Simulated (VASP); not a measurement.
## Sb: single point with PBEsol

Sb:

```xyz
4
Lattice="4.5277 0.0000 0.0000 0.0000 4.4211 0.0000 -1.3205 0.0000 6.3643" Properties=species:S:1:pos:R:3 pbc="T T T"
Sb    0.6363    1.1053    4.3511
Sb    3.2336    3.3158    4.8545
Sb   -0.0264    1.1053    1.5099
Sb    2.5709    3.3158    2.0132
```

* Program: VASP 6.6.1
* Task: single point
* Functional: PBEsol
* Potentials or basis: VASP PAW PBE potentials, release 64 (Sb)
* Cutoff: 520 eV
* k mesh: 5 × 5 × 4
* Occupations: gaussian, width 0.005 eV
* Spin: non-collinear spin, zero start, spin-orbit coupling
* Starting moments: [[0.0, 0.0, 0.0], [0.0, 0.0, 0.0], [0.0, 0.0, 0.0], [0.0, 0.0, 0.0]] μB
* Dipole correction: no
* Further INCAR settings: ALGO = Normal; EDIFF = 1e-06; NBANDS = 34

* Pressure: -2.2 GPa
* Largest force: 0.052 eV/Å
* Net moment: 0.00 μB per cell
* Valence electrons inside the program's atomic spheres: Sb 2.38, 2.36 (each value once)

Forces on the atoms (eV/Å):
```
Sb   0.044  0.000 -0.004
Sb  -0.044  0.000 -0.027
Sb   0.044  0.000  0.027
Sb  -0.044  0.000  0.004
```

Stress tensor (GPa, compression positive):
```
-2.32  0.00  0.26
 0.00 -2.41  0.00
 0.26  0.00 -2.00
```

Moments on the atoms (μB; x, y, z):
```
Sb  0.00 0.00 0.00
Sb  0.00 0.00 0.00
Sb  0.00 0.00 0.00
Sb  0.00 0.00 0.00
```

It took 7.3 min on 1 thread of Intel Xeon 8259CL, with other jobs on the host, peak memory 0.57 GiB.

Caveat: the PAW data sets were made with another functional, which shifts forces and pressure a little.
